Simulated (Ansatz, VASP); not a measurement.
## H4WO5: VASP beside Ansatz

```
W O H
1.0
    14.02000    0.00000    0.00000
     0.00000   14.02000    0.00000
     0.00000    0.00000   11.27000
W O H
1 5 4
Direct
  0.49996 0.49996 0.44828
  0.49996 0.49996 0.60089
  0.63060 0.51871 0.39929
  0.48121 0.63060 0.39929
  0.36933 0.48121 0.39929
  0.51871 0.36933 0.39929
  0.67895 0.47183 0.42173
  0.52810 0.67895 0.42173
  0.32097 0.52810 0.42173
  0.47183 0.32097 0.42173
```

Alike in both runs: task single point; functional PBE; k mesh 1 × 1 × 1; occupations gaussian, width 0.01 eV; no spin polarisation.

|  | VASP | Ansatz |
| --- | --- | --- |
| version | VASP 6.6.1 | Ansatz 0.2.0 |
| potentials or method | VASP PAW PBE potentials, release 64 (W_sv, O_h, H_h), cutoff 1000 eV | scalar-relativistic, plane waves, PAW |
| valence electrons in the cell | 48 | 48 |

VASP gave:

- gap on the k mesh at the Fermi level (eV): 3.71
- rms of the force components (eV/Å): 0.158

Task: What did Ansatz give for the same quantities?

Result: gap on the k mesh at the Fermi level (eV): 3.71; rms of the force components (eV/Å): 0.205.

With one functional, cell and mesh, what is left measures potentials, basis and numerics.

Spin-orbit coupling is off throughout.
